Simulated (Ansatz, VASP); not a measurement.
**Mg3CdTe4 in VASP and in Ansatz**

The input INCAR:

```
SYSTEM = Mg3CdTe4
PREC = Accurate ; ENCUT = 520
EDIFF = 1E-6 ; ISMEAR = 0
SIGMA = 0.02 ; LREAL = .FALSE.
LASPH = .TRUE. ; NELM = 100
ALGO = Normal ; ISIF = 2
LWAVE = .FALSE. ; LCHARG = .FALSE.
GGA = PE ; IBRION = 2
NSW = 50 ; EDIFFG = -0.01
```

File KPOINTS:

```
regular mesh
0
G
  4 4 4
  0 0 0
```

POSCAR

```
Mg3CdTe4
1.0
    6.6006954909      0.0000000000      0.0000000000
    0.0000000000      6.6006954909      0.0000000000
    0.0000000000      0.0000000000      6.6006954909
Mg Cd Te
3 1 4
Direct
    0.0000000000      0.0000000000      0.5000000000
    0.0000000000      0.5000000000      0.0000000000
    0.5000000000      0.0000000000      0.0000000000
    0.5000000000      0.5000000000      0.5000000000
    0.7531251698      0.7531251698      0.7531251698
    0.7531251698      0.2468748302      0.2468748302
    0.2468748302      0.7531251698      0.2468748302
    0.2468748302      0.2468748302      0.7531251698
```

Input for Ansatz:

```yaml
crystal:
  lattice:
    - [6.6006954909, 0.0, 0.0]
    - [0.0, 6.6006954909, 0.0]
    - [0.0, 0.0, 6.6006954909]
  atoms:
    - { symbol: Mg, position: [0.0, 0.0, 0.5] }
    - { symbol: Mg, position: [0.0, 0.5, 0.0] }
    - { symbol: Mg, position: [0.5, 0.0, 0.0] }
    - { symbol: Cd, position: [0.5, 0.5, 0.5] }
    - { symbol: Te, position: [0.7531251698, 0.7531251698, 0.7531251698] }
    - { symbol: Te, position: [0.7531251698, 0.2468748302, 0.2468748302] }
    - { symbol: Te, position: [0.2468748302, 0.7531251698, 0.2468748302] }
    - { symbol: Te, position: [0.2468748302, 0.2468748302, 0.7531251698] }
basis:
  ecutwfc: 420
kpoints:
  mp_grid: { grid: [4, 4, 4] }
hamiltonian:
  xc: pbe
scf:
  occupations: { method: gaussian, width: 0.02 }
output:
  forces: true
  stress: true
  eigenvalues: true
relax:
  adjacent_minimum: "off"
  f_tol: 0.01
  max_steps: 30
```

Alike in both runs: task relaxation of the atoms; functional PBE; k mesh 4 × 4 × 4; occupations gaussian, width 0.02 eV; no spin polarisation.

```csv
,VASP,Ansatz
version,VASP 6.6.1,Ansatz 0.2.0
potentials or method,"VASP PAW PBE potentials, release 64 (Mg, Cd, Te), cutoff 520 eV","scalar-relativistic, plane waves, PAW"
valence electrons in the cell,42,114
```

Ansatz gave:

- gap on the k mesh at the Fermi level, each at its own relaxed structure (eV): 1.67

Problem. Which values does VASP return?

Solution. gap on the k mesh at the Fermi level, each at its own relaxed structure (eV): 1.66.

VASP's potentials hold 42 valence electrons a cell and Ansatz's 114, so a difference there can come from the potentials and not from the codes. Ansatz's warnings: stress scf threshold loose.

Neither program's run includes spin-orbit coupling. Noted on VASP's run: the relaxation stopped at its first step, so nothing moved.
